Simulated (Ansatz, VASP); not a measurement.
One calculation of AlAs, two programs

INCAR

```
SYSTEM = AlAs
ALGO = Normal
DIPOL = 0.5 0.5 0.290
EDIFF = 1E-6
ENCUT = 400
GGA = PE
GGA_COMPAT = .False.
IDIPOL = 3
ISIF = 2
ISMEAR = 0
LASPH = .True.
LCHARG = .True.
LDIPOL = .True.
LELF = .True.
LREAL = .False.
LVACPOTAV = .True.
LVHAR = .True.
LWAVE = .False.
NBANDS = 16
NELM = 120
NELMDL = -8
PREC = Accurate
SIGMA = 0.05
```

File KPOINTS:

```
k-points
0
Gamma
  9 9 1
  0 0 0
```

File POSCAR:

```
AlAs
1.0
    4.0498608267      0.0000000000      0.0000000000
   -2.0249304133      3.5072823577      0.0000000000
    0.0000000000      0.0000000000     21.0833431957
As Al
2 2
Direct
    0.0000000000      0.0000000000      0.1897232314
    0.3333333333      0.6666666667      0.3567836672
    0.3333333333      0.6666666667      0.2289330651
    0.6666666667      0.3333333333      0.3833994979
```

Input for Ansatz:

```yaml
crystal:
  lattice:
    - [4.0498608248, 0.0, 0.0]
    - [-2.0249304124, 3.5072823561, 0.0]
    - [0.0, 0.0, 21.0833432333]
  atoms:
    - { symbol: As, position: [0.0, 0.0, 0.1897232311] }
    - { symbol: Al, position: [0.3333333333, 0.6666666667, 0.2289330647] }
    - { symbol: As, position: [0.3333333333, 0.6666666667, 0.3567836673] }
    - { symbol: Al, position: [0.6666666667, 0.3333333333, 0.383399499] }
basis:
  ecutwfc: 420
kpoints:
  mp_grid: { grid: [9, 9, 1] }
hamiltonian:
  xc: pbe
  pseudopotentials: { kind: paw, azcp: { folder: soft_1 } }
scf:
  occupations: { method: gaussian, width: 0.05 }
output:
  forces: true
  eigenvalues: true
efield:
  axis: 3
  dipole_correction: true
  ramp_width: 0.04
```

Alike in both runs: task single point; functional PBE; k mesh 9 × 9 × 1; occupations gaussian, width 0.05 eV; no spin polarisation.

|  | VASP | Ansatz |
| --- | --- | --- |
| version | VASP 6.6.1 | Ansatz 0.2.0 |
| potentials or method | VASP PAW PBE potentials, release 64 (As, Al), cutoff 400 eV | scalar-relativistic, plane waves, PAW |
| valence electrons in the cell | 16 | 36 |

```tsv
	VASP	Ansatz	Ansatz less VASP
gap on the k mesh at the Fermi level (eV)	0.19	0.19	0.000
least direct gap on the mesh (eV)	0.41	0.40	-0.006
rms of the force components (eV/Å)	0.288	0.295	+0.0061
```

The functional is the same, so the differences come from potentials, cutoffs and numerics. VASP's potentials hold 16 valence electrons a cell and Ansatz's 36, so a difference there can come from the potentials and not from the codes.
